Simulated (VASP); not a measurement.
Set up this calculation in VASP 6.6.1, as the native input.

```yaml
Task: electric field gradients
Functional: r2SCAN
Potentials_or_basis: VASP PAW PBE potentials, release 64 (Ir)
Cutoff: 440 eV
k_mesh: 15 × 15 × 15
Occupations: fermi-dirac, width 0.05 eV
Spin: no spin polarisation
Dipole_correction: no
Further_INCAR_settings: ALGO = Normal; EDIFF = 1e-08; NBANDS = 10
```

Ir:

```
CELL_PARAMETERS angstrom
0.00000 1.89375 1.89375
1.89375 0.00000 1.89375
1.89375 1.89375 0.00000
ATOMIC_POSITIONS crystal
Ir 0.00000 0.00000 0.00000
```

One way to write it, as run:

POSCAR

```
Ir
1.0
    0.0000000000      1.8937549276      1.8937549276
    1.8937549276      0.0000000000      1.8937549276
    1.8937549276      1.8937549276      0.0000000000
Ir
1
Direct
    0.0000000000      0.0000000000      0.0000000000
```

INCAR.step1

```
SYSTEM = Ir
PREC = Accurate
ENCUT = 440
ISMEAR = -1
SIGMA = 0.05
LREAL = .FALSE.
LASPH = .TRUE.
NELM = 120
NBANDS = 10
GGA = PE
ALGO = Normal
EDIFF = 1E-5
LWAVE = .TRUE.
LCHARG = .FALSE.
GGA_COMPAT = .FALSE.
```

INCAR.step2

```
SYSTEM = Ir
PREC = Accurate
ENCUT = 440
EDIFF = 1E-8
ISMEAR = -1
SIGMA = 0.05
LREAL = .FALSE.
LASPH = .TRUE.
NELM = 120
ALGO = Normal
ISIF = 2
LWAVE = .FALSE.
LCHARG = .FALSE.
METAGGA = R2SCAN
LMIXTAU = .TRUE.
LEFG = .TRUE.
NBANDS = 10
ISTART = 1
GGA_COMPAT = .FALSE.
```

KPOINTS

```
regular mesh
0
G
  15 15 15
  0 0 0
```

Potentials or basis: VASP PAW PBE potentials, release 64 (Ir).

Run with:

```sh
$ cat potpaw_PBE.64/Ir/POTCAR > POTCAR
$ cp INCAR.step1 INCAR
$ mpirun -np 1 vasp_std > vasp.out
$ cp INCAR.step2 INCAR
$ mpirun -np 1 vasp_std > vasp.out
```

It gave:

```json
{
  "Pressure": "21.9 GPa",
  "Band gap on the k mesh": "zero (an odd number of electrons rules out a gap without spin polarisation)",
  "Largest electric field gradient by atom": "under 0.05 V/Å² on every atom"
}
```

Caveat: the cell stands under pressure; the PAW data sets were made with another functional, which shifts forces and pressure a little; spin-orbit coupling is left out, which moves the levels of the heavy elements.

It took 58 s on 1 thread of Intel Xeon 8259CL, on a shared host, peak memory 0.13 GiB.
